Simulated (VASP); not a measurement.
Set up this calculation in VASP 6.6.1, as the native input.

* Task: single point
* Functional: PBE
* Potentials or basis: VASP PAW PBE potentials, release 64 (Ti_sv, Sb, P)
* Cutoff: 520 eV
* k mesh: 8 × 8 × 8
* Occupations: gaussian, width 0.1 eV
* Spin: no spin polarisation
* Dipole correction: no
* Further INCAR settings: ALGO = Normal; EDIFF = 1e-07; NBANDS = 34

The structure of TiSb3P4 lies in POSCAR:

```
TiSb3P4
1.0
   -3.3722101172      3.3722101172      3.3722101172
    3.3722101172     -3.3722101172      3.3722101172
    3.3722101172      3.3722101172     -3.3722101172
Ti Sb P
1 3 4
Direct
    0.0000000000      0.0000000000      0.0000000000
    0.0000000000      0.5000000000      0.5000000000
    0.5000000000      0.0000000000      0.5000000000
    0.5000000000      0.5000000000      0.0000000000
    0.5000000000      0.5000000000      0.5000000000
    0.0000000000      0.0000000000      0.5000000000
    0.0000000000      0.5000000000      0.0000000000
    0.5000000000      0.0000000000      0.0000000000
```

One way to write it, as run:

INCAR

```
  ALGO = Normal
  EDIFF = 1E-7
  ENCUT = 520
  GGA = PE
  ISIF = 2
  ISMEAR = 0
  LASPH = True
  LCHARG = True
  LELF = True
  LREAL = False
  LVHAR = True
  LWAVE = False
  NBANDS = 34
  NELM = 100
  PREC = Accurate
  SIGMA = 0.1
```

KPOINTS

```
k-points
0
Gamma
  8 8 8
```

Potentials or basis: VASP PAW PBE potentials, release 64 (Ti_sv, Sb, P).

The run is started by

```console
$ cat potpaw_PBE.64/Ti_sv/POTCAR potpaw_PBE.64/Sb/POTCAR potpaw_PBE.64/P/POTCAR > POTCAR
$ mpirun -np 1 vasp_std > vasp.out
```

It gave:

```
Pressure : -0.2 GPa
```

Run time: 120 s on 1 thread of Intel(R) Xeon(R) 6975P-C (Granite Rapids), with other jobs on the host, peak memory 0.39 GiB.
